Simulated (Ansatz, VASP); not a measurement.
## Two plane-wave programs on Cd

Contents of INCAR:

```
PREC = Accurate
ENCUT = 520
EDIFF = 1E-6
ISMEAR = -1
SIGMA = 0.1
LREAL = F
LASPH = T
NELM = 80
ALGO = Normal
ISIF = 2
LWAVE = F
LCHARG = T
GGA = PE
LELF = T
LVHAR = T
NBANDS = 12
```

The input KPOINTS:

```
regular mesh
0
Gamma
  14 14 13
```

Contents of POSCAR:

```
Cd
1.0
    3.0398335897      0.0000000000      0.0000000000
   -1.5199167949      2.6325731119      0.0000000000
    0.0000000000      0.0000000000      3.1553070992
Cd
1
Direct
    0.0000000000      0.0000000000      0.0000000000
```

Input for Ansatz:

```yaml
crystal:
  lattice:
    - [3.0398335897, 0.0, 0.0]
    - [-1.5199167949, 2.6325731119, 0.0]
    - [0.0, 0.0, 3.1553070992]
  atoms:
    - { symbol: Cd, position: [0.0, 0.0, 0.0] }
kpoints:
  mp_grid: { grid: [14, 14, 13] }
  band_path:
    path:
      - [0.0, 0.0, 0.0]
      - [0.5, 0.0, 0.0]
      - [0.3333333333, 0.3333333333, 0.0]
      - [0.0, 0.0, 0.0]
      - [0.0, 0.0, 0.5]
      - [0.5, 0.0, 0.5]
      - [0.3333333333, 0.3333333333, 0.5]
      - [0.0, 0.0, 0.5]
      - [0.5, 0.0, 0.5]
    npoints: 8
scf:
  occupations: { method: fermi_dirac, width: 0.1 }
hamiltonian:
  xc: pbe
  pseudopotentials: { kind: paw }
output:
  forces: true
  stress: true
  eigenvalues: true
  populations: true
  dos: { projected: true, de: 0.2, e_range: [-14, 8] }
```

Change from the starting cell: volume scaled by 1, PAW files.

Alike in both runs: task single point; functional PBE; k mesh 14 × 14 × 13; occupations fermi-dirac, width 0.1 eV; no spin polarisation.

|  | VASP | Ansatz |
| --- | --- | --- |
| version | VASP 6.6.1 | Ansatz 0.2.0 |
| potentials or method | VASP PAW PBE potentials, release 64 (Cd) | PAW with Ansatz's default frozen-core files, scalar-relativistic |
| plane-wave cutoff (eV) | 520 | 420 |
| valence electrons in the cell | 12 | 20 |

```csv
,VASP,Ansatz,Ansatz less VASP
pressure (GPa),0.2,0.0,-0.21
```

The functional is the same, so the differences come from potentials, cutoffs and numerics. VASP's potentials hold 12 valence electrons a cell and Ansatz's 20, so a difference there can come from the potentials and not from the codes.
